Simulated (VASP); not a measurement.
# HfO2 (Fm-3m) in VASP: settings compared

The runs below take HfO2 through single point, with BLYP, revPBE, r2SCAN.

All numbers are computed with VASP 6.6.1; they aren't measurements. Logs are shortened: lines on timing, memory, paths and dates and some standing lists are left out, and cuts for length are marked.

## (1) The cell of the first run

Symmetry: Fm-3m, No. 225, cubic system. Conventional cell: a = 5.115 Å, b = 5.115 Å, c = 5.115 Å, α = 90.00°, β = 90.00°, γ = 90.00°. Hf (site symmetry m-3m) has 8 O at 2.21 Å within 2.9 Å. O (site symmetry -43m) has 4 Hf at 2.21 Å and 6 O at 2.56 Å within 2.9 Å.

## (2) Single point, BLYP

The input, INCAR:

```
AGGAC = 1.0
AGGAX = 1.0
ALDAC = 0.0
ALDAX = 1.0
ALGO = Normal
EDIFF = 1E-6
ENCUT = 600
GGA = B5
GGA_COMPAT = False
ISIF = 2
ISMEAR = 1
LASPH = True
LCHARG = True
LELF = True
LREAL = False
LVHAR = True
LWAVE = False
NBANDS = 18
NELM = 120
PREC = Accurate
SIGMA = 0.05
```

The input, KPOINTS:

```
k-points
0
Gamma
  6 6 6
```

The input, POSCAR:

```
HfO2
1.0
    0.0000000000      2.5575000000      2.5575000000
    2.5575000000      0.0000000000      2.5575000000
    2.5575000000      2.5575000000      0.0000000000
Hf O
1 2
Direct
    0.0000000000      0.0000000000      0.0000000000
    0.2500000000      0.2500000000      0.2500000000
    0.7500000000      0.7500000000      0.7500000000
```

Potentials or basis: VASP PAW PBE potentials, release 64 (Hf_pv, O).

The run is started by

```console
cat potpaw_PBE.64/Hf_pv/POTCAR potpaw_PBE.64/O/POTCAR > POTCAR
mpirun -np 1 vasp_std > vasp.out
```

OUTCAR:

```text
EDIFF = 1E-6
   ENCUT = 600
   GGA = B5
   ISIF = 2
   ISMEAR = 1
   LASPH = True
   LREAL = False
   NELM = 120
   PREC = Accurate

 ion  position               nearest neighbor table
   1  0.000  0.000  0.000-   3 2.21   3 2.21   3 2.21   2 2.21   3 2.21   2 2.21   2 2.21   2 2.21

   2  0.250  0.250  0.250-   1 2.21   1 2.21   1 2.21   1 2.21
   3  0.750  0.750  0.750-   1 2.21   1 2.21   1 2.21   1 2.21

  LATTYP: Found a face centered cubic cell.
 ALAT       =     5.1150000000

  Lattice vectors:

 A1 = (   0.0000000000,   2.5575000000,   2.5575000000)
 A2 = (   2.5575000000,   0.0000000000,   2.5575000000)
 A3 = (   2.5575000000,   2.5575000000,   0.0000000000)

Analysis of symmetry for initial positions (statically):
=====================================================================
 Subroutine PRICEL returns:
 Original cell was already a primitive cell.

 Routine SETGRP: Setting up the symmetry group for a
 face centered cubic supercell.

 Subroutine GETGRP returns: Found 48 space group operations
 (whereof 48 operations were pure point group operations)
 out of a pool of 48 trial point group operations.

The static configuration has the point symmetry O_h .

Analysis of symmetry for dynamics (positions and initial velocities):
=====================================================================
 Subroutine PRICEL returns:
 Original cell was already a primitive cell.

 Routine SETGRP: Setting up the symmetry group for a
 face centered cubic supercell.

 Subroutine GETGRP returns: Found 48 space group operations
 (whereof 48 operations were pure point group operations)
 out of a pool of 48 trial point group operations.

The dynamic configuration has the point symmetry O_h .

 Subroutine INISYM returns: Found 48 space group operations
 (whereof 48 operations are pure point group operations),
 and found     1 'primitive' translations

----------------------------------------------------------------------------------------

                                     Primitive cell

  volume of cell :      33.4562

  direct lattice vectors                    reciprocal lattice vectors
     0.000000000  2.557500000  2.557500000    -0.195503421  0.195503421  0.195503421
     2.557500000  0.000000000  2.557500000     0.195503421 -0.195503421  0.195503421
     2.557500000  2.557500000  0.000000000     0.195503421  0.195503421 -0.195503421

  length of vectors
     3.616851186  3.616851186  3.616851186     0.338621859  0.338621859  0.338621859

  position of ions in fractional coordinates (direct lattice)
     0.000000000  0.000000000  0.000000000
     0.250000000  0.250000000  0.250000000
     0.750000000  0.750000000  0.750000000

  ion indices of the primitive-cell ions
   primitive index   ion index
                 1           1
                 2           2
                 3           3

----------------------------------------------------------------------------------------

 KPOINTS: k-points

Automatic generation of k-mesh.
 Grid dimensions read from file:
 generate k-points for:    6    6    6

 Generating k-lattice:

  Cartesian coordinates                     Fractional coordinates (reciprocal lattice)
    -0.032583904  0.032583904  0.032583904     0.166666667  0.000000000  0.000000000
     0.032583904 -0.032583904  0.032583904     0.000000000  0.166666667  0.000000000
     0.032583904  0.032583904 -0.032583904     0.000000000  0.000000000  0.166666667

  Length of vectors
     0.056436976  0.056436976  0.056436976

  Shift w.r.t. Gamma in fractional coordinates (k-lattice)
     0.000000000  0.000000000  0.000000000

 Subroutine IBZKPT returns following result:
 ===========================================

 Found     16 irreducible k-points:

 Following reciprocal coordinates:
            Coordinates               Weight
  0.000000  0.000000  0.000000      1.000000
  0.166667  0.000000  0.000000      8.000000
  0.333333  0.000000  0.000000      8.000000
  0.500000  0.000000  0.000000      4.000000
  0.166667  0.166667  0.000000      6.000000
  0.333333  0.166667  0.000000     24.000000
[... 8 lines left out ...]
 -0.333333  0.333333  0.166667     24.000000
 -0.333333  0.500000  0.166667     12.000000
   k-points           NKPTS =     16   k-points in BZ     NKDIM =     16   number of bands    NBANDS=     18
   number of dos      NEDOS =    301   number of ions     NIONS =      3
   total plane-waves  NPLWV =  27000
   dimension x,y,z NGX =    30 NGY =   30 NGZ =   30
   dimension x,y,z NGXF=    60 NGYF=   60 NGZF=   60
   ions per type =               1   2
   NGX,Y,Z   is equivalent  to a cutoff of  13.79, 13.79, 13.79 a.u.
   NGXF,Y,Z  is equivalent  to a cutoff of  27.58, 27.58, 27.58 a.u.
 SYSTEM =  unknown system
   PREC   = accura    normal or accurate (medium, high low for compatibility)
   ISTART =      0    job   : 0-new  1-cont  2-samecut
   ICHARG =      2    charge: 1-file 2-atom 10-const
   ISPIN  =      1    spin polarized calculation?
   LNONCOLLINEAR =      F non collinear calculations
   LSORBIT =      F    spin-orbit coupling
   LASPH  =      T    aspherical Exc in radial PAW
   ENCUT  =  600.0 eV  44.10 Ry    6.64 a.u.   7.22  7.22  7.22*2*pi/ulx,y,z
   NELM   =    120;   NELMIN=  2; NELMDL= -5     # of ELM steps
   EDIFF  = 0.1E-05   stopping-criterion for ELM
   LREAL  =      F    real-space projection
   EDIFFG = 0.1E-04   stopping-criterion for IOM
   NSW    =      0    number of steps for IOM
   IBRION =     -1    ionic relax: 0-MD 1-quasi-New 2-CG
   NFREE  =      0    steps in history (QN), initial steepest desc. (CG)
   ISIF   =      2    stress and relaxation
   ISYM   =      2    0-nonsym 1-usesym 2-fastsym
   POTIM  = 0.5000    time-step for ionic-motion
   TEBEG  =    0.0;   TEEND  =   0.0 temperature during run
   PSTRESS=    0.0 pullay stress
   NELECT =      22.0000    total number of electrons
   NUPDOWN=      -1.0000    fix difference up-down
   EMIN   =  10.00;   EMAX   =-10.00  energy-range for DOS
   EFERMI =   0.00;   METHOD = LEGACY
   ISMEAR =     1;   SIGMA  =   0.05  broadening in eV -4-tet -1-fermi 0-gaus
   EFERMI_NEDOS =   21; number of points for ismear=-14 and -15
   IALGO  =     38    algorithm
   IMIX   =      4    mixing-type and parameters
     AMIX     =   0.40;   BMIX     =  1.00
     AMIX_MAG =   1.60;   BMIX_MAG =  1.00
  volume/ion in A,a.u.               =      11.15        75.26
  Fermi-wavevector in a.u.,A,eV,Ry     =   1.423607  2.690227 27.574337  2.026657
  Thomas-Fermi vector in A             =   2.544186
   LORBIT       =      0    0 simple, 1 ext, 2 COOP (PROOUT), +10 PAW based schemes
   GGA     = B5    functional components
   LHFCALC =     F    Hartree Fock is set to
   AEXX    =    0.0000 exact exchange contribution
   IVDW    =     0    specifies the selected vdW correction
   LEPSILON=     F    determine dielectric tensor
   LRPA    =     F    only Hartree local field effects (RPA)
 non-spin polarized calculation
 Methfessel and Paxton  Order N= 1 SIGMA  =   0.05
  energy-cutoff  :      600.00
  volume of cell :       33.46
 maximum number of plane-waves:      1139
 NGX is ok and might be reduce to    30
   NGX = 15   NGY = 15   NGZ = 15

 number of electron      21.9999993 magnetization

 Free energy of the ion-electron system (eV)
  ---------------------------------------------------
  ext. energy  EPLUGINS =         0.00000000
  ---------------------------------------------------
  free energy    TOTEN  =       -28.91656255 eV

  energy without entropy =      -28.91660282  energy(sigma->0) =      -28.91657597

 E-fermi :   4.4464     XC(G=0): -11.1492

 val. band max:        4.4042989238   @ k =   0.5000   0.5000   0.0000
 cond. band min:       8.2164216268   @ k =   0.5000   0.5000   0.0000
 fundamental gap:      3.8121227030
 Fermi energy:         4.4463922030

 k-point     1 :       0.0000    0.0000    0.0000
  band No.  band energies     occupation
      1     -25.2988      2.00000
      2     -25.2988      2.00000
      3     -25.2988      2.00000
      4     -14.0320      2.00000
      5     -11.1607      2.00000
      6      -0.7146      2.00000
[... 10 lines left out ...]
     17      14.4486      0.00000
     18      16.9970      0.00000

 k-point     2 :       0.1667    0.0000    0.0000
  band No.  band energies     occupation
      1     -25.3990      2.00000
      2     -25.3099      2.00000
      3     -25.3099      2.00000
      4     -13.7016      2.00000
      5     -11.4228      2.00000
      6      -0.4663      2.00000
[... 10 lines left out ...]
     17      14.0587      0.00000
     18      16.9770      0.00000

 k-point     3 :       0.3333    0.0000    0.0000
  band No.  band energies     occupation
      1     -25.5894      2.00000
      2     -25.3320      2.00000
      3     -25.3320      2.00000
      4     -13.0767      2.00000
      5     -11.8060      2.00000
      6       0.0431      2.00000
[... 10 lines left out ...]
     17      13.9093      0.00000
     18      16.4480      0.00000

 k-point     4 :       0.5000    0.0000    0.0000
  band No.  band energies     occupation
      1     -25.6801      2.00000
      2     -25.3430      2.00000
      3     -25.3430      2.00000
      4     -12.8566      2.00000
      5     -11.8543      2.00000
      6       0.2867      2.00000
[... 207 lines left out ...]
      4     -12.5194      2.00000
      5     -12.1086      2.00000
      6      -0.3389      2.00000
[... 10 lines left out ...]
     17      15.2902      0.00000
     18      16.9518      0.00000

 k-point    15 :      -0.3333    0.3333    0.1667
  band No.  band energies     occupation
      1     -25.5966      2.00000
      2     -25.5053      2.00000
      3     -25.3848      2.00000
      4     -12.3634      2.00000
      5     -12.1107      2.00000
      6      -0.3270      2.00000
[... 10 lines left out ...]
     17      16.2990      0.00000
     18      16.9215      0.00000

 k-point    16 :      -0.3333    0.5000    0.1667
  band No.  band energies     occupation
      1     -25.6306      2.00000
      2     -25.4835      2.00000
      3     -25.4092      2.00000
      4     -12.2813      2.00000
      5     -12.1080      2.00000
      6      -1.2008      2.00000
[... 10 lines left out ...]
     17      16.9466      0.00000
     18      17.5716      0.00000

------------------------ aborting loop because EDIFF is reached ----------------------------------------

  FORCE on cell =-STRESS in cart. coord.  units (eV):
  Direction    XX          YY          ZZ          XY          YZ          ZX
  --------------------------------------------------------------------------------------
  -------------------------------------------------------------------------------------
  Total        0.1923792      0.1923792      0.1923792      0.0000000      0.0000000     -0.0000000
  in kB        9.2128009      9.2128009      9.2128009      0.0000000      0.0000000     -0.0000000
  external PRESSURE =       9.2128009 kB  Pullay stress =       0.0000000 kB

 VOLUME and BASIS-vectors are now :
 -----------------------------------------------------------------------------
  energy-cutoff  :      600.00
  volume of cell :       33.46
      direct lattice vectors                 reciprocal lattice vectors
     0.000000000  2.557500000  2.557500000    -0.195503421  0.195503421  0.195503421
     2.557500000  0.000000000  2.557500000     0.195503421 -0.195503421  0.195503421
     2.557500000  2.557500000  0.000000000     0.195503421  0.195503421 -0.195503421

 POSITION                                       TOTAL-FORCE (eV/Angst)
 -----------------------------------------------------------------------------------
      0.00000      0.00000      0.00000         0.000000      0.000000      0.000000
      1.27875      1.27875      1.27875        -0.000000      0.000000     -0.000000
      3.83625      3.83625      3.83625         0.000000     -0.000000      0.000000
 -----------------------------------------------------------------------------------
    total drift:                                0.000000     -0.000000      0.000000

  FREE ENERGIE OF THE ION-ELECTRON SYSTEM (eV)
  ---------------------------------------------------
  free  energy   TOTEN  =       -28.9165625455 eV

  energy  without entropy=      -28.9166028241  energy(sigma->0) =      -28.91657597
```

It took 39 s on 1 thread of Intel Xeon 8259CL, shared host; peak memory 0.17 GiB.

Results:

```
Free energy            : -28.9166 eV
Pressure               : 0.9 GPa
Band gap on the k mesh : 3.81 eV, direct
```

Caveat: the PAW data sets were made with another functional, which shifts forces and pressure a little; spin-orbit coupling is left out, which moves the levels of the heavy elements.

## (3) Single point, revPBE

The input, INCAR:

```
SYSTEM = HfO2
PREC = Accurate ; ENCUT = 600
EDIFF = 1E-6 ; ISMEAR = 1
SIGMA = 0.05 ; LREAL = .False.
LASPH = .True. ; NELM = 120
ALGO = Normal ; ISIF = 2
LWAVE = .False. ; LCHARG = .True.
GGA = RE ; LELF = .True.
LVHAR = .True. ; NBANDS = 18
GGA_COMPAT = .False.
```

The input, KPOINTS:

```
Automatic mesh
0
Gamma
  6 6 6
  0 0 0
```

POSCAR is that of step 2.

Potentials or basis: VASP PAW PBE potentials, release 64 (Hf_pv, O).

The run is started by

```console
cat potpaw_PBE.64/Hf_pv/POTCAR potpaw_PBE.64/O/POTCAR > POTCAR
mpirun -np 1 vasp_std > vasp.out
```

Wall time 31 s (1 thread of Intel Xeon 8259CL, shared host); peak memory 0.17 GiB.

Results (log left out):

| Quantity | Value |
| --- | --- |
| Free energy | -29.0974 eV |
| Pressure | -2.7 GPa |
| Band gap on the k mesh | 3.81 eV, direct |

Levels at points of the mesh, in eV from the valence-band top:
| k point | band 8 | band 9 | band 10 | band 11 | band 12 | band 13 | band 14 | band 15 |
| --- | --- | --- | --- | --- | --- | --- | --- | --- |
| (0.00, 0.00, 0.00) | -5.17 | -0.59 | -0.59 | -0.59 | 3.87 | 3.87 | 5.74 | 10.10 |
| (0.50, 0.00, 0.00) | -2.99 | -2.65 | -1.80 | -1.80 | 4.56 | 4.56 | 6.74 | 9.11 |
| (0.50, 0.50, 0.00) | -3.39 | -1.48 | -1.48 | 0.00 | 3.81 | 5.41 | 6.40 | 7.94 |

Caveat: the PAW data sets were made with another functional, which shifts forces and pressure a little; spin-orbit coupling is left out, which moves the levels of the heavy elements. A k mesh can miss the band edges.

## (4) Single point, r2SCAN

POSCAR is that of step 3.

The input, INCAR.step1:

```
  ALGO = Normal
  EDIFF = 1E-5
  ENCUT = 660
  GGA = PE
  GGA_COMPAT = F
  ISMEAR = 1
  LASPH = T
  LCHARG = F
  LREAL = F
  LWAVE = T
  NBANDS = 18
  NELM = 120
  PREC = Accurate
  SIGMA = 0.05
```

The input, INCAR.step2:

```
  ALGO = Normal
  EDIFF = 1E-6
  ENCUT = 660
  GGA_COMPAT = F
  ISIF = 2
  ISMEAR = 1
  ISTART = 1
  LASPH = T
  LCHARG = F
  LMIXTAU = T
  LREAL = F
  LWAVE = F
  METAGGA = R2SCAN
  NBANDS = 18
  NELM = 120
  PREC = Accurate
  SIGMA = 0.05
```

The input, KPOINTS:

```
k-points
0
Gamma
  6 6 6
```

The run is started by

```console
cat potpaw_PBE.64/Hf_pv/POTCAR potpaw_PBE.64/O/POTCAR > POTCAR
cp INCAR.step1 INCAR
mpirun -np 1 vasp_std > vasp.out
cp INCAR.step2 INCAR
mpirun -np 1 vasp_std > vasp.out
```

Wall time 2.8 min (1 thread of Intel Xeon 8259CL, shared host); peak memory 0.18 GiB.

It converged, with:

```yaml
Free_energy: -68.5060 eV
Pressure: -12.4 GPa
Band_gap_on_the_k_mesh: 4.22 eV, direct
```

Levels at points of the mesh, in eV from the valence-band top:
| k point | band 9 | band 10 | band 11 | band 12 | band 13 | band 14 |
| --- | --- | --- | --- | --- | --- | --- |
| (0.00, 0.00, 0.00) | -0.62 | -0.62 | -0.62 | 4.33 | 4.33 | 6.25 |
| (0.50, 0.00, 0.00) | -2.75 | -1.86 | -1.86 | 4.99 | 4.99 | 7.23 |
| (0.50, 0.50, 0.00) | -1.51 | -1.51 | 0.00 | 4.22 | 5.86 | 6.92 |

Caveat: the PAW data sets were made with another functional, which shifts forces and pressure a little; spin-orbit coupling is left out, which moves the levels of the heavy elements. r2SCAN opens gaps a little over a GGA but as a rule still falls short of measured ones.

## (5) The runs side by side

| level | cutoff (eV) | gap on the mesh (eV) | pressure (GPa) |
| --- | --- | --- | --- |
| BLYP | 600 | 3.81 | 0.9 |
| revPBE | 600 | 3.81 | -2.7 |
| r2SCAN | 660 | 4.22 | -12.4 |

Alike in all rows: task single point; potentials or basis VASP PAW PBE potentials, release 64 (Hf_pv, O); no spin polarisation; cell as given; k mesh 6 × 6 × 6; smearing methfessel-paxton 0.05 eV.

On the cell as given the gap runs from 3.81 eV (revPBE) to 4.22 eV (r2SCAN). The pressure there spans -12.4 GPa (r2SCAN) to 0.9 GPa (BLYP); a positive pressure means that this level wants a larger cell, a negative one a smaller.

Caveats: the PAW data sets were made with another functional, which shifts forces and pressure a little; spin-orbit coupling is left out, which moves the levels of the heavy elements.

Total energies depend on the potentials used, so only differences within one code and one set of settings carry meaning.
